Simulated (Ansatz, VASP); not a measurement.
## One calculation of Hf3Si2W, two programs

```xyz
6
Lattice="-2.7158 2.7158 5.1155 2.7158 -2.7158 5.1155 2.7158 2.7158 -5.1155" Properties=species:S:1:pos:R:3 pbc="T T T"
Hf    0.0000    2.7158    0.0000
Hf    2.7158    0.0000    0.0000
Hf    0.0000    0.0000    5.1155
Si    0.0000    2.7158    2.5578
Si    2.7158    0.0000    2.5578
W     0.0000    0.0000    0.0000
```

Alike in both runs: functional PBE; k mesh 10 × 10 × 10; occupations gaussian, width 0.1 eV; no spin polarisation.

Ansatz relaxed the structure, and its values are those at the end. VASP's run is a single point on that final structure, the one shown.

|  | VASP | Ansatz |
| --- | --- | --- |
| version | VASP 6.6.1 | Ansatz 0.2.0 |
| potentials or method | VASP PAW PBE potentials, release 64 (Hf_pv, Si, W_sv), cutoff 520 eV | scalar-relativistic, plane waves, PAW |
| valence electrons in the cell | 52 | 100 |

|  | VASP | Ansatz | Ansatz less VASP |
| --- | --- | --- | --- |
| gap on the k mesh at the Fermi level (eV) | none | none | - |
| pressure (GPa) | 0.0 | 0.0 | +0.02 |

A gap of «none» marks a metal or a gap that the smearing closes. VASP's potentials hold 52 valence electrons a cell and Ansatz's 100, so a difference there can come from the potentials and not from the codes.

Spin-orbit coupling is off throughout.
